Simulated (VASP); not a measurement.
# Sr (Immm) in VASP: a series of runs, part 2 of 2

VASP 6.6.1.

### 3 Single point, PBEsol (strain +0.0075 x Voigt [0, 0, 0, 0, 0, 1])

INCAR

```
SYSTEM = Sr
PREC = Accurate
ENCUT = 520
EDIFF = 1E-7
ISMEAR = 0
SIGMA = 0.03
LREAL = .False.
LASPH = .True.
NELM = 100
ALGO = Fast
ISIF = 2
LWAVE = .False.
LCHARG = .False.
GGA = PS
NBANDS = 11
```

KPOINTS

```
Automatic mesh
0
Gamma
  10 10 10
  0 0 0
```

POSCAR

```
Sr
1.0
    0.0114088125      3.0423500000      3.0423500000
    3.0423500000      0.0114088125      3.0423500000
    3.0537588125      3.0537588125      0.0000000000
Sr
1
Direct
    0.0000000000      0.0000000000      0.0000000000
```

Potentials or basis: VASP PAW PBE potentials, release 64 (Sr_sv).

On the command line:

```sh
$ cat potpaw_PBE.64/Sr_sv/POTCAR > POTCAR
$ mpirun -np 1 vasp_std > vasp.out
```

OUTCAR:

```text
SYSTEM = Sr
   PREC = Accurate
   ENCUT = 520
   EDIFF = 1E-7
   ISMEAR = 0
   LREAL = .False.
   LASPH = .True.
   NELM = 100
   ISIF = 2
   GGA = PS

 ion  position               nearest neighbor table
   1  0.000  0.000  0.000-

  LATTYP: Found a body centered orthorhombic cell.
 ALAT       =     4.2863981341
 B/A-ratio  =     1.0075282309
 C/A-ratio  =     1.4195368255

  Lattice vectors:

 A1 = (   3.0423500000,   0.0114088125,  -3.0423500000)
 A2 = (  -3.0423500000,  -0.0114088125,  -3.0423500000)
[... 509 lines left out ...]
      4     -17.1223      2.00000
      5       0.0425      2.00000
      6       2.0520      0.00000
      7       2.7402      0.00000
      8       4.8037      0.00000
      9       5.1900      0.00000
     10       6.0891      0.00000
     11       7.6594      0.00000

 [... further k-points ...]
[... 5 lines left out ...]
  --------------------------------------------------------------------------------------
  -------------------------------------------------------------------------------------
  Total       -0.3176288     -0.3176288     -0.3139966     -0.0082003      0.0000000      0.0000000
  in kB       -9.0360578     -9.0360578     -8.9327277     -0.2332849      0.0000000      0.0000000
  external PRESSURE =      -9.0016145 kB  Pullay stress =       0.0000000 kB

 VOLUME and BASIS-vectors are now :
 -----------------------------------------------------------------------------
  energy-cutoff  :      520.00
  volume of cell :       56.32
      direct lattice vectors                 reciprocal lattice vectors
     0.011408813  3.042350000  3.042350000    -0.164965260  0.164965260  0.164346640
     3.042350000  0.011408813  3.042350000     0.164965260 -0.164965260  0.164346640
     3.053758812  3.053758812  0.000000000     0.163732643  0.163732643 -0.164346640

 POSITION                                       TOTAL-FORCE (eV/Angst)
 -----------------------------------------------------------------------------------
      0.00000      0.00000      0.00000         0.000000     -0.000000      0.000000
 -----------------------------------------------------------------------------------
    total drift:                                0.000000      0.000000      0.000000

  FREE ENERGIE OF THE ION-ELECTRON SYSTEM (eV)
  ---------------------------------------------------
  free  energy   TOTEN  =        -1.8251790800 eV

  energy  without entropy=       -1.8239504249  energy(sigma->0) =       -1.82456475
```

OSZICAR:

```text
N       E                     dE             d eps       ncg     rms          rms(c)
DAV:   1     0.356290429900E+02    0.35629E+02   -0.46621E+03  3762   0.775E+02
DAV:   2    -0.440256764734E-01   -0.35673E+02   -0.35040E+02  4391   0.150E+02
DAV:   3    -0.175365713065E+01   -0.17096E+01   -0.16924E+01  5761   0.240E+01
DAV:   4    -0.182603620986E+01   -0.72379E-01   -0.72206E-01  4823   0.448E+00
DAV:   5    -0.182749409038E+01   -0.14579E-02   -0.14577E-02  5387   0.520E-01    0.113E+01
RMM:   6    -0.182600518584E+01    0.14889E-02   -0.57015E-03  4029   0.894E-01    0.637E+00
RMM:   7    -0.182495267062E+01    0.10525E-02   -0.11549E-02  4357   0.130E+00    0.259E-01
RMM:   8    -0.182507680954E+01   -0.12414E-03   -0.29477E-03  5140   0.359E-01    0.633E-02
RMM:   9    -0.182515678979E+01   -0.79980E-04   -0.56886E-04  6041   0.104E-01    0.619E-02
RMM:  10    -0.182517509303E+01   -0.18303E-04   -0.92207E-05  5665   0.572E-02    0.767E-02
RMM:  11    -0.182517818510E+01   -0.30921E-05   -0.31382E-05  5926   0.281E-02    0.528E-03
RMM:  12    -0.182517879111E+01   -0.60600E-06   -0.61959E-06  6290   0.965E-03    0.518E-03
RMM:  13    -0.182517889912E+01   -0.10802E-06   -0.10739E-06  5442   0.528E-03    0.117E-03
RMM:  14    -0.182517903226E+01   -0.13313E-06   -0.43942E-07  4485   0.251E-03    0.686E-04
RMM:  15    -0.182517908004E+01   -0.47777E-07   -0.17714E-07  3809   0.153E-03
   1 F= -.18251791E+01 E0= -.18245648E+01  d E =-.122866E-02
```

stdout:

```text
POSCAR found type information on POSCAR Sr
 POSCAR found :  1 types and       1 ions
 scaLAPACK will be used
 -----------------------------------------------------------------------------
|                                                                             |
|                                                                             |
|     You enforced a specific xc type in the INCAR file but a different       |
[... 21 lines left out ...]
WARNING in EDDRMM: call to ZHEGV failed, returncode =   6  3      6
WARNING in EDDRMM: call to ZHEGV failed, returncode =   6  3      5
WARNING in EDDRMM: call to ZHEGV failed, returncode =   8  4      5
WARNING in EDDRMM: call to ZHEGV failed, returncode =   6  3      5
WARNING in EDDRMM: call to ZHEGV failed, returncode =   6  3      6
WARNING in EDDRMM: call to ZHEGV failed, returncode =   6  3      7
WARNING in EDDRMM: call to ZHEGV failed, returncode =   8  4      6
```

Run time: 36 s. Hardware: 1 thread of Intel Xeon 6975P-C (Granite Rapids), shared host; peak memory 0.24 GiB.

Results:

| Item | Value |
| --- | --- |
| Free energy | -1.8252 eV |
| Pressure | -0.9 GPa |
| Band gap on the k mesh | zero (band 5 reaches 1.48 eV, above the bottom of band 6 at 1.41 eV) |

Levels at points of the mesh, in eV from the Fermi level:
| k point | band 3 | band 4 | band 5 | band 6 | band 7 | band 8 |
| --- | --- | --- | --- | --- | --- | --- |
| (0.00, 0.00, 0.00) | -18.51 | -18.51 | -3.64 | 2.26 | 2.29 | 2.32 |
| (0.50, 0.00, 0.00) | -18.53 | -18.53 | -1.13 | 0.04 | 2.11 | 2.16 |
| (0.50, 0.50, 0.00) | -18.57 | -18.57 | -0.64 | 0.34 | 0.99 | 4.75 |
| (0.00, 0.00, 0.50) | -18.53 | -18.53 | -1.16 | 0.02 | 2.12 | 2.17 |
| (0.50, 0.00, 0.50) | -18.57 | -18.57 | -0.64 | 0.34 | 0.99 | 4.75 |

Caveat: the cell differs from its parent crystal (strain +0.0075 x Voigt [0, 0, 0, 0, 0, 1]); the PAW data sets were made with another functional, which shifts forces and pressure a little.

### 4 Single point, PBEsol (strain +0.0025 x Voigt [0, 0, 0, 0, 0, 1])

INCAR

```
PREC = Accurate
ENCUT = 520
EDIFF = 1E-6
ISMEAR = 0
SIGMA = 0.03
LREAL = F
LASPH = T
NELM = 80
ALGO = Fast
ISIF = 2
LWAVE = F
LCHARG = F
GGA = PS
NBANDS = 11
```

KPOINTS

```
Automatic mesh
0
Gamma
  10 10 10
```

POSCAR

```
Sr
1.0
    0.0038029375      3.0423500000      3.0423500000
    3.0423500000      0.0038029375      3.0423500000
    3.0461529375      3.0461529375      0.0000000000
Sr
1
Direct
    0.0000000000      0.0000000000      0.0000000000
```

On the command line:

```sh
$ cat potpaw_PBE.64/Sr_sv/POTCAR > POTCAR
$ mpirun -np 1 vasp_std > vasp.out
```

Run time: 31 s. Hardware: 1 thread of Intel Xeon 6975P-C (Granite Rapids), shared host; peak memory 0.25 GiB.

It converged, with:

| Item | Value |
| --- | --- |
| Free energy | -1.8252 eV |
| Pressure | -0.9 GPa |
| Band gap on the k mesh | zero (band 5 reaches 1.47 eV, above the bottom of band 6 at 1.42 eV) |

Levels at points of the mesh, in eV from the Fermi level:
```tsv
k point	band 2	band 3	band 4	band 5	band 6	band 7	band 8	band 9
(0.00, 0.00, 0.00)	-18.51	-18.51	-18.51	-3.64	2.28	2.29	2.30	3.73
(0.50, 0.00, 0.00)	-18.69	-18.53	-18.53	-1.14	0.03	2.13	2.15	4.74
(0.50, 0.50, 0.00)	-18.68	-18.57	-18.57	-0.64	0.34	0.99	4.75	5.04
(0.00, 0.00, 0.50)	-18.69	-18.53	-18.53	-1.15	0.02	2.13	2.15	4.74
(0.50, 0.00, 0.50)	-18.68	-18.57	-18.57	-0.64	0.34	0.99	4.75	5.04
```

Caveat: the cell differs from its parent crystal (strain +0.0025 x Voigt [0, 0, 0, 0, 0, 1]); the PAW data sets were made with another functional, which shifts forces and pressure a little.

### 5 The runs side by side

```tsv
cell	gap on the mesh (eV)	pressure (GPa)
a = 4.303, b = 4.303, c = 4.329 Å, angles 59.8, 59.8, 59.6°, 1 atom	none	-0.9
a = 4.303, b = 4.303, c = 4.319 Å, angles 59.9, 59.9, 59.8°, 1 atom	none	-0.9
a = 4.303, b = 4.303, c = 4.308 Å, angles 60.0°, 1 atom	none	-0.9
```

Alike in all rows: task single point; level PBEsol; potentials or basis VASP PAW PBE potentials, release 64 (Sr_sv); no spin polarisation; k mesh 10 × 10 × 10; cutoff (eV) 520; smearing gaussian 0.03 eV.

Caveats: the PAW data sets were made with another functional, which shifts forces and pressure a little.

Absolute energies hang on the potentials; compare differences alone.
